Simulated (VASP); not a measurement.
The system is Mo.

```xyz
1
Lattice="2.7355 0.0000 0.0000 -1.3678 2.3690 0.0000 0.0000 0.0000 2.5552" Properties=species:S:1:pos:R:3 pbc="T T T"
Mo    0.0000    0.0000    1.2776
```

* Program: VASP 6.6.1
* Task: relaxation of cell and atoms
* Functional: PBEsol
* Dispersion: D3(BJ)
* Potentials or basis: VASP PAW PBE potentials, release 64 (Mo_sv)
* Cutoff: 600 eV
* k mesh: 14 × 14 × 13
* Occupations: methfessel-paxton, width 0.1 eV
* Spin: no spin polarisation

At the start: pressure -9.6 GPa; volume 16.56 Å³/atom.

Task: Where does the relaxation end?

Result: Over 5 steps the energy falls by 24.0 meV/atom and the volume is 15.86 Å³/atom (-4.2 %); space group P6/mmm (No. 191, to 0.05 Å).

Step by step:
```csv
step,energy change (eV),largest force (eV/Å),pressure (GPa),volume (Å³)
1,0.0000,0.0000,-9.58,16.56
2,0.1109,0.0000,30.25,14.30
3,-0.0232,0.0000,0.15,15.85
4,-0.0232,0.0000,0.34,15.84
5,-0.0240,0.0000,-0.26,15.86
```

Final structure:
```xyz
1
Lattice="2.7122 0.0000 0.0000 -1.3561 2.3488 0.0000 0.0000 0.0000 2.4902" Properties=species:S:1:pos:R:3 pbc="T T T"
Mo    0.0000    0.0000    1.2451
```

Caveat: the PAW data sets were made with another functional, which shifts forces and pressure a little; pairwise dispersion overbinds metals, which lowers pressure and volume.
